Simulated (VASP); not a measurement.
Runs of VASP 6.6.1 on Ca. The structure is that of space group P6_3/mmc (No. 194), or close to it. The cells are those of the table. This isn't the form of Ca at room conditions, which is fcc.

| level | cell | gap on the mesh (eV) | pressure (GPa) |
| --- | --- | --- | --- |
| PBE | a = 3.983, b = 3.983, c = 11.793 Å, angles 90.0, 90.0, 120.0°, 4 atoms | none | 0.9 |
| PBE | a = 3.824, b = 3.824, c = 12.242 Å, angles 90.0, 90.0, 120.0°, 4 atoms | none | (b) |
| r2SCAN | a = 3.872, b = 3.872, c = 12.591 Å, angles 90.0, 90.0, 120.0°, 4 atoms | none | 1.2 |
| PBE | a = 4.208, b = 4.208, c = 12.527 Å, angles 90.0, 90.0, 120.0°, 4 atoms | none | (a) |
| PBE | a = 3.922, b = 3.922, c = 13.141 Å, angles 90.0, 90.0, 120.0°, 4 atoms | none | -0.6 |
| PBE | a = 3.905, b = 3.905, c = 13.470 Å, angles 90.0, 90.0, 120.0°, 4 atoms | none | -0.8 |

Alike in all rows: task single point; potentials or basis VASP PAW PBE potentials, release 64 (Ca_sv); no spin polarisation; k mesh 12 × 12 × 4; cutoff (eV) 520; smearing gaussian 0.1 eV.

**Question.** Fill in the values left out.

**Answer.** (a) -1.7; (b) 1.8.

Caveats: the PAW data sets were made with another functional, which shifts forces and pressure a little (at least some runs).

A gap of «none» marks levels without a gap at the run's occupations.
